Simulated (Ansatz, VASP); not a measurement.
## In: VASP beside Ansatz

File INCAR:

```
SYSTEM = In
PREC = Accurate
ENCUT = 520
EDIFF = 1E-6
ISMEAR = -1
SIGMA = 0.1
LREAL = .FALSE.
LASPH = .TRUE.
NELM = 80
ALGO = Normal
ISIF = 2
LWAVE = .FALSE.
LCHARG = .TRUE.
GGA = RP
LELF = .TRUE.
LVHAR = .TRUE.
NBANDS = 12
```

KPOINTS

```
Automatic mesh
0
G
  13 13 13
  0 0 0
```

The input POSCAR:

```
In
1.0
   -2.0142342368      2.0142342368      2.0142342368
    2.0142342368     -2.0142342368      2.0142342368
    2.0142342368      2.0142342368     -2.0142342368
In
1
Direct
    0.0000000000      0.0000000000      0.0000000000
```

Input for Ansatz:

```yaml
crystal:
  lattice:
    - [-2.0142342368, 2.0142342368, 2.0142342368]
    - [2.0142342368, -2.0142342368, 2.0142342368]
    - [2.0142342368, 2.0142342368, -2.0142342368]
  atoms:
    - { symbol: In, position: [0.0, 0.0, 0.0] }
hamiltonian:
  xc: rpbe
  pseudopotentials:
    kind: paw
    azcp:
      In: "pseudopotentials/In.paw.azcp"
basis:
  ecutwfc: 420
  fft_grid_basis: typed
kpoints:
  mp_grid: { grid: [13, 13, 13], shift: [0, 0, 0] }
magnetization:
  spin_polarized: false
scf:
  occupations: { method: fermi_dirac, width: 0.1 }
  lower_state_search: "off"
output:
  stress: true
```

Alike in both runs: task single point; functional RPBE; k mesh 13 × 13 × 13; occupations fermi-dirac, width 0.1 eV; no spin polarisation.

|  | VASP | Ansatz |
| --- | --- | --- |
| version | VASP 6.6.1 | Ansatz 0.2.0 |
| potentials or method | VASP PAW PBE potentials, release 64 (In_d), cutoff 520 eV | plane waves (420 eV) with PAW, scalar-relativistic |
| valence electrons in the cell | 13 | 13 |

```tsv
	VASP	Ansatz	Ansatz less VASP
pressure (GPa)	-2.5	-2.5	+0.03
```

VASP's potentials were made for PBE, not for RPBE. With one functional, cell and mesh, what is left measures potentials, basis and numerics.
